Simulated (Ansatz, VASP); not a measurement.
# Two plane-wave programs on Ni

File INCAR:

```
  PREC = Accurate
  ENCUT = 520
  EDIFF = 1E-6
  ISMEAR = -1
  SIGMA = 0.05
  LREAL = False
  LASPH = True
  NELM = 80
  ALGO = Normal
  ISIF = 2
  LWAVE = False
  LCHARG = True
  LELF = True
  LVHAR = True
  NBANDS = 17
```

Contents of KPOINTS:

```
regular mesh
0
Gamma
  11 11 11
```

POSCAR

```
Ni
1.0
    0.0000000000      2.7674309400      0.0000000000
    0.0000000000      0.0000000000      2.7674309400
    2.7674309400      0.0000000000      0.0000000000
Ni
2
Direct
    0.0000000000      0.0000000000      0.0000000000
    0.5000000000      0.5000000000      0.5000000000
```

Input for Ansatz:

```yaml
crystal:
  lattice:
    - [0.0, 2.76743094, 0.0]
    - [0.0, 0.0, 2.76743094]
    - [2.76743094, 0.0, 0.0]
  atoms:
    - { symbol: Ni, position: [0.0, 0.0, 0.0] }
    - { symbol: Ni, position: [0.5, 0.5, 0.5] }
kpoints:
  mp_grid: { grid: [11, 11, 11] }
scf:
  occupations: { method: fermi_dirac, width: 0.05 }
  lower_state_search: "off"
hamiltonian:
  xc: lda
  pseudopotentials: { kind: paw }
output:
  forces: true
  stress: true
  eigenvalues: true
```

Alike in both runs: task single point; functional LDA; k mesh 11 × 11 × 11; occupations fermi-dirac, width 0.05 eV; no spin polarisation.

|  | VASP | Ansatz |
| --- | --- | --- |
| version | VASP 6.6.1 | Ansatz 0.2.0 |
| potentials or method | VASP PAW LDA potentials, release 64 (Ni) | PAW with Ansatz's default frozen-core files, scalar-relativistic |
| plane-wave cutoff (eV) | 520 | 420 |
| valence electrons in the cell | 20 | 36 |

```tsv
	VASP	Ansatz	Ansatz less VASP
pressure (GPa)	-12.0	-12.0	-0.07
```

LDA's correlation is that of Perdew and Zunger in VASP and of Perdew and Wang (1992) in Ansatz. VASP's potentials hold 20 valence electrons a cell and Ansatz's 36, so a difference there can come from the potentials and not from the codes.
